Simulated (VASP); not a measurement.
# SnTe (Fm-3m) in VASP: further runs, part 2 of 2

VASP 6.6.1. Earlier steps stand in the parts before.

## 3. Single point, r2SCAN

This run uses another cell than the first one, of 27.59 Å³/atom, 1.110 times its volume.

POSCAR reads:

```
SnTe
1.0
    4.2733733465      0.0000000000      0.0000000000
    2.1366866733      3.7008498780      0.0000000000
    2.1366866733      1.2336166260      3.4891947265
Sn Te
1 1
Direct
    0.0000000000      0.0000000000      0.0000000000
    0.5000000000      0.5000000000      0.5000000000
```

INCAR.step1 reads:

```
PREC = Accurate
ENCUT = 520
ISMEAR = 0
SIGMA = 0.1
LREAL = False
LASPH = True
NELM = 80
NBANDS = 17
GGA = PE
ALGO = Normal
EDIFF = 1E-4
LWAVE = True
LCHARG = False
```

INCAR.step2 reads:

```
PREC = Accurate
ENCUT = 520
EDIFF = 1E-6
ISMEAR = 0
SIGMA = 0.1
LREAL = False
LASPH = True
NELM = 80
ALGO = Normal
ISIF = 2
LWAVE = False
LCHARG = False
METAGGA = R2SCAN
LMIXTAU = True
NBANDS = 17
ISTART = 1
```

KPOINTS reads:

```
regular mesh
0
Gamma
  6 6 6
```

Potentials or basis: VASP PAW PBE potentials, release 64 (Sn_d, Te).

On the command line:

```bash
$ cat potpaw_PBE.64/Sn_d/POTCAR potpaw_PBE.64/Te/POTCAR > POTCAR
$ cp INCAR.step1 INCAR
$ mpirun -np 1 vasp_std > vasp.out
$ cp INCAR.step2 INCAR
$ mpirun -np 1 vasp_std > vasp.out
```

OUTCAR:

```text
PREC = Accurate
   ENCUT = 520
   EDIFF = 1E-6
   ISMEAR = 0
   LREAL = False
   LASPH = True
   NELM = 80
   ISIF = 2
   METAGGA = R2SCAN
   ISTART = 1

 ion  position               nearest neighbor table
   1  0.000  0.000  0.000-   2 3.02   2 3.02   2 3.02   2 3.02   2 3.02   2 3.02
   2  0.500  0.500  0.500-   1 3.02   1 3.02   1 3.02   1 3.02   1 3.02   1 3.02

  LATTYP: Found a face centered cubic cell.
 ALAT       =     6.0434625438

  Lattice vectors:

 A1 = (   4.2733733465,   0.0000000000,   0.0000000000)
 A2 = (   2.1366866733,   3.7008498780,   0.0000000000)
 A3 = (   2.1366866733,   1.2336166260,   3.4891947265)

Analysis of symmetry for initial positions (statically):
=====================================================================
 Subroutine PRICEL returns:
 Original cell was already a primitive cell.

 Routine SETGRP: Setting up the symmetry group for a
 face centered cubic supercell.

 Subroutine GETGRP returns: Found 48 space group operations
 (whereof 48 operations were pure point group operations)
 out of a pool of 48 trial point group operations.

The static configuration has the point symmetry O_h .

Analysis of symmetry for dynamics (positions and initial velocities):
=====================================================================
 Subroutine PRICEL returns:
 Original cell was already a primitive cell.

 Routine SETGRP: Setting up the symmetry group for a
 face centered cubic supercell.

 Subroutine GETGRP returns: Found 48 space group operations
 (whereof 48 operations were pure point group operations)
 out of a pool of 48 trial point group operations.

The dynamic configuration has the point symmetry O_h .

 Subroutine INISYM returns: Found 48 space group operations
 (whereof 48 operations are pure point group operations),
 and found     1 'primitive' translations

----------------------------------------------------------------------------------------

                                     Primitive cell

[... 100 lines left out ...]
     AMIX     =   0.40;   BMIX     =  1.00
     AMIX_MAG =   1.60;   BMIX_MAG =  1.00
  volume/ion in A,a.u.               =      27.59       186.19
  Fermi-wavevector in a.u.,A,eV,Ry     =   1.167219  2.205724 18.536578  1.362400
  Thomas-Fermi vector in A             =   2.303722
   LORBIT       =      0    0 simple, 1 ext, 2 COOP (PROOUT), +10 PAW based schemes
   METAGGA = R2SCAN    functional components
   LHFCALC =     F    Hartree Fock is set to
   AEXX    =    0.0000 exact exchange contribution
   IVDW    =     0    specifies the selected vdW correction
   LEPSILON=     F    determine dielectric tensor
   LRPA    =     F    only Hartree local field effects (RPA)
 non-spin polarized calculation
 Gauss-broadening in eV      SIGMA  =   0.10
  energy-cutoff  :      520.00
  volume of cell :       55.18
 maximum number of plane-waves:      1524
   NGX = 15   NGY = 15   NGZ = 15

 number of electron      20.0000002 magnetization

 Free energy of the ion-electron system (eV)
  ---------------------------------------------------
  ext. energy  EPLUGINS =         0.00000000
  ---------------------------------------------------
  free energy    TOTEN  =       -50.42348337 eV

  energy without entropy =      -50.42033555  energy(sigma->0) =      -50.42190946

 E-fermi :   8.7268     XC(G=0): -10.6914

 val. band max:        8.5690497150   @ k =  -0.1667   0.1667   0.0000
 cond. band min:       8.7506230831   @ k =   0.5000   0.0000   0.0000
 fundamental gap:      0.1815733681
 Fermi energy:         8.7268413244

 k-point     1 :       0.0000    0.0000    0.0000
  band No.  band energies     occupation
      1     -14.1510      2.00000
      2     -14.1510      2.00000
      3     -14.1291      2.00000
      4     -14.1291      2.00000
      5     -14.1291      2.00000
      6      -5.8439      2.00000
[... 297 lines left out ...]
      4     -14.1165      2.00000
      5     -14.1094      2.00000
      6      -3.5482      2.00000
[... 9 lines left out ...]
     16      19.7843      0.00000
     17      20.7096      0.00000

------------------------ aborting loop because EDIFF is reached ----------------------------------------

  FORCE on cell =-STRESS in cart. coord.  units (eV):
  Direction    XX          YY          ZZ          XY          YZ          ZX
  --------------------------------------------------------------------------------------
  -------------------------------------------------------------------------------------
  Total        3.4662027      3.4662027      3.4662027      0.0000000      0.0000000      0.0000000
  in kB      100.6391657    100.6391657    100.6391657      0.0000000      0.0000000      0.0000000
  external PRESSURE =     100.6391657 kB  Pullay stress =       0.0000000 kB

 VOLUME and BASIS-vectors are now :
 -----------------------------------------------------------------------------
  energy-cutoff  :      520.00
  volume of cell :       55.18
      direct lattice vectors                 reciprocal lattice vectors
     4.273373346  0.000000000  0.000000000     0.234007169 -0.135104102 -0.095533027
     2.136686673  3.700849878  0.000000000     0.000000000  0.270208204 -0.095533027
     2.136686673  1.233616626  3.489194727     0.000000000  0.000000000  0.286599080

 POSITION                                       TOTAL-FORCE (eV/Angst)
 -----------------------------------------------------------------------------------
      0.00000      0.00000      0.00000        -0.000000     -0.000000      0.000000
      4.27337      2.46723      1.74460         0.000000      0.000000      0.000000
 -----------------------------------------------------------------------------------
    total drift:                               -0.000000      0.000000      0.000000

  FREE ENERGIE OF THE ION-ELECTRON SYSTEM (eV)
  ---------------------------------------------------
  free  energy   TOTEN  =       -50.4234833653 eV

  energy  without entropy=      -50.4203355544  energy(sigma->0) =      -50.42190946
```

OSZICAR.step1:

```text
N       E                     dE             d eps       ncg     rms          rms(c)
DAV:   1     0.126647086779E+03    0.12665E+03   -0.93730E+03   556   0.134E+03
DAV:   2     0.437256250432E+01   -0.12227E+03   -0.11905E+03   609   0.364E+02
DAV:   3    -0.697513957087E+01   -0.11348E+02   -0.11282E+02   664   0.893E+01
DAV:   4    -0.728340975693E+01   -0.30827E+00   -0.30810E+00   675   0.153E+01
DAV:   5    -0.729415532344E+01   -0.10746E-01   -0.10745E-01   780   0.279E+00    0.719E+00
DAV:   6    -0.726430759205E+01    0.29848E-01   -0.56925E-02   739   0.186E+00    0.446E+00
DAV:   7    -0.726474145362E+01   -0.43386E-03   -0.39903E-02   691   0.114E+00    0.374E-01
DAV:   8    -0.726372314783E+01    0.10183E-02   -0.73939E-03   710   0.711E-01    0.216E-01
DAV:   9    -0.726385466264E+01   -0.13151E-03   -0.46873E-04   663   0.223E-01    0.741E-02
DAV:  10    -0.726384290633E+01    0.11756E-04   -0.58494E-05   348   0.871E-02
   1 F= -.72638429E+01 E0= -.72630629E+01  d E =-.156004E-02
```

Run time: 29 s. Hardware: 1 thread of Intel Xeon Platinum 8375C at 2.90GHz (Ice Lake), shared host; peak memory 0.19 GiB.

What came out:

```yaml
Free_energy: -50.4235 eV
Pressure: 10.1 GPa
Band_gap_on_the_k_mesh: zero (filled and empty bands touch)
```

Caveat: the PAW data sets were made with another functional, which shifts forces and pressure a little; spin-orbit coupling is left out, which moves the levels of the heavy elements.

## 4. Single point, r2SCAN

This run uses another cell than the first one, of 29.48 Å³/atom, 1.186 times its volume.

POSCAR reads:

```
SnTe
1.0
    4.3686088062      0.0000000000      0.0000000000
    2.1843044031      3.7833262054      0.0000000000
    2.1843044031      1.2611087351      3.5669541537
Sn Te
1 1
Direct
    0.0000000000      0.0000000000      0.0000000000
    0.5000000000      0.5000000000      0.5000000000
```

INCAR.step1 reads:

```
SYSTEM = SnTe
PREC = Accurate
ENCUT = 520
ISMEAR = 0
SIGMA = 0.1
LREAL = .FALSE.
LASPH = .TRUE.
NELM = 60
NBANDS = 17
GGA = PE
ALGO = Normal
EDIFF = 1E-4
LWAVE = .TRUE.
LCHARG = .FALSE.
```

INCAR.step2 reads:

```
SYSTEM = SnTe
PREC = Accurate
ENCUT = 520
EDIFF = 1E-6
ISMEAR = 0
SIGMA = 0.1
LREAL = .FALSE.
LASPH = .TRUE.
NELM = 60
ALGO = Normal
ISIF = 2
LWAVE = .FALSE.
LCHARG = .FALSE.
METAGGA = R2SCAN
LMIXTAU = .TRUE.
NBANDS = 17
ISTART = 1
```

KPOINTS reads:

```
Automatic mesh
0
G
  6 6 6
  0 0 0
```

On the command line:

```bash
$ cat potpaw_PBE.64/Sn_d/POTCAR potpaw_PBE.64/Te/POTCAR > POTCAR
$ cp INCAR.step1 INCAR
$ mpirun -np 1 vasp_std > vasp.out
$ cp INCAR.step2 INCAR
$ mpirun -np 1 vasp_std > vasp.out
```

It took 29 s on 1 thread of Intel Xeon Platinum 8375C at 2.90GHz (Ice Lake), shared host; peak memory 0.19 GiB.

Results (log left out):

```yaml
Free_energy: -50.5986 eV
Pressure: 5.0 GPa
Band_gap_on_the_k_mesh: 0.08 eV, direct
```

Levels at points of the mesh, in eV from the valence-band top:
| k point | band 8 | band 9 | band 10 | band 11 | band 12 | band 13 |
| --- | --- | --- | --- | --- | --- | --- |
| (0.00, 0.00, 0.00) | -2.75 | -2.75 | -2.75 | 3.48 | 3.48 | 3.48 |
| (0.50, 0.00, 0.00) | -2.36 | -2.36 | 0.00 | 0.08 | 0.08 | 0.17 |
| (0.50, 0.50, 0.00) | -6.53 | -4.52 | -4.52 | 1.99 | 5.34 | 5.34 |

Caveat: the PAW data sets were made with another functional, which shifts forces and pressure a little; spin-orbit coupling is left out, which moves the levels of the heavy elements. A k mesh can miss the band edges.

## 5. Summary

| cell | gap on the mesh (eV) | pressure (GPa) |
| --- | --- | --- |
| a = 4.127 Å, angles 60.0°, 2 atoms | none | 20.1 |
| a = 4.273 Å, angles 60.0°, 2 atoms | none | 10.1 |
| a = 4.369 Å, angles 60.0°, 2 atoms | 0.08 | 5.0 |

Alike in all rows: task single point; level r2SCAN; potentials or basis VASP PAW PBE potentials, release 64 (Sn_d, Te); no spin polarisation; k mesh 6 × 6 × 6; cutoff (eV) 520; smearing gaussian 0.1 eV.

Caveats: the PAW data sets were made with another functional, which shifts forces and pressure a little; spin-orbit coupling is left out, which moves the levels of the heavy elements.

Absolute energies hang on the potentials; compare differences alone.
